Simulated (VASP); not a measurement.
A run of VASP 6.6.1:

Contents of INCAR:

```
PREC     = Accurate       # precision mode
ENCUT    = 520            # plane-wave cutoff, eV
EDIFF    = 1E-7           # SCF threshold, eV
ISMEAR   = 0              # smearing method
SIGMA    = 0.1            # smearing width, eV
LREAL    = False          # projectors in reciprocal space
LASPH    = True           # aspherical terms in the spheres
NELM     = 60             # most SCF steps
ALGO     = Normal         # electronic algorithm
ISIF     = 2              # what is computed and relaxed
LWAVE    = False          # write WAVECAR
LCHARG   = False          # write CHGCAR
GGA      = PE             # functional
NBANDS   = 18             # bands
```

KPOINTS

```
Automatic mesh
0
Gamma
  16 16 16
```

Contents of POSCAR:

```
GeBr
1.0
    3.6144234816      0.0000000000      0.0000000000
    0.0000000000      3.6144234816      0.0000000000
    0.0000000000      0.0000000000      3.6144234816
Ge Br
1 1
Direct
    0.5000000000      0.5000000000      0.5000000000
    0.0000000000      0.0000000000      0.0000000000
```

Potentials or basis: VASP PAW PBE potentials, release 64 (Ge_d, Br).

Launch:

```console
$ cat potpaw_PBE.64/Ge_d/POTCAR potpaw_PBE.64/Br/POTCAR > POTCAR
$ mpirun -np 1 vasp_std > vasp.out
```

Hardware: 1 thread of Intel(R) Xeon(R) Platinum 8375C CPU @ 2.90GHz (Ice Lake), on a shared host.

Task: Estimate the wall time of this run.

Result: Run time: 91 s on 1 thread of Intel(R) Xeon(R) Platinum 8375C CPU @ 2.90GHz (Ice Lake) (shared host), peak memory 0.26 GiB. Counts: scf iterations 13, k points 165.
